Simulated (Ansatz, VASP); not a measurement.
## Ru in VASP and in Ansatz

INCAR

```
PREC = Accurate
ENCUT = 520
EDIFF = 1E-7
ISMEAR = 0
SIGMA = 0.15
LREAL = False
LASPH = True
NELM = 60
ALGO = Fast
ISIF = 2
LWAVE = False
LCHARG = False
GGA = PE
NBANDS = 21
```

File KPOINTS:

```
Automatic mesh
0
Gamma
  24 24 14
```

Contents of POSCAR:

```
Ru
1.0
    2.5840238363      0.0000000000      0.0000000000
   -1.2920119181      2.2378302863      0.0000000000
    0.0000000000      0.0000000000      4.4041887339
Ru
2
Direct
    0.3333333333      0.6666666667      0.2500000000
    0.6666666667      0.3333333333      0.7500000000
```

Input for Ansatz:

```yaml
crystal:
  lattice:
    - [2.5840238363, 0.0, 0.0]
    - [-1.2920119181, 2.2378302863, 0.0]
    - [0.0, 0.0, 4.4041887339]
  atoms:
    - { symbol: Ru, position: [0.3333333333, 0.6666666667, 0.25] }
    - { symbol: Ru, position: [0.6666666667, 0.3333333333, 0.75] }
basis:
  ecutwfc: 420
kpoints:
  mp_grid: { grid: [24, 24, 14] }
hamiltonian:
  xc: pbe
scf:
  occupations: { method: gaussian, width: 0.15 }
output:
  forces: true
  stress: true
  eigenvalues: true
  write_density: true
  write_potential: true
  elf: true
  volumetric_format: npy
```

Change from the starting cell: strain -0.050 along x and y, +0.025 along z, atoms carried along.

Alike in both runs: task single point; functional PBE; k mesh 24 × 24 × 14; occupations gaussian, width 0.15 eV; no spin polarisation.

```csv
,VASP,Ansatz
version,VASP 6.6.1,Ansatz 0.2.0
potentials or method,"VASP PAW PBE potentials, release 64 (Ru_pv), cutoff 520 eV","scalar-relativistic, plane waves, PAW"
valence electrons in the cell,28,32
```

|  | VASP | Ansatz | Ansatz less VASP |
| --- | --- | --- | --- |
| gap on the k mesh at the Fermi level (eV) | none | none | - |
| pressure (GPa) | 30.8 | 30.8 | -0.04 |
| traceless stress, the component that is largest in VASP (GPa) | -29.24 | -29.24 | +0.009 |

A gap of «none» marks a metal or a gap that the smearing closes. Both programs put the cell under a high pressure, so it lies far from rest at this level. The functional is the same, so the differences come from potentials, cutoffs and numerics. VASP's potentials hold 28 valence electrons a cell and Ansatz's 32, so a difference there can come from the potentials and not from the codes.
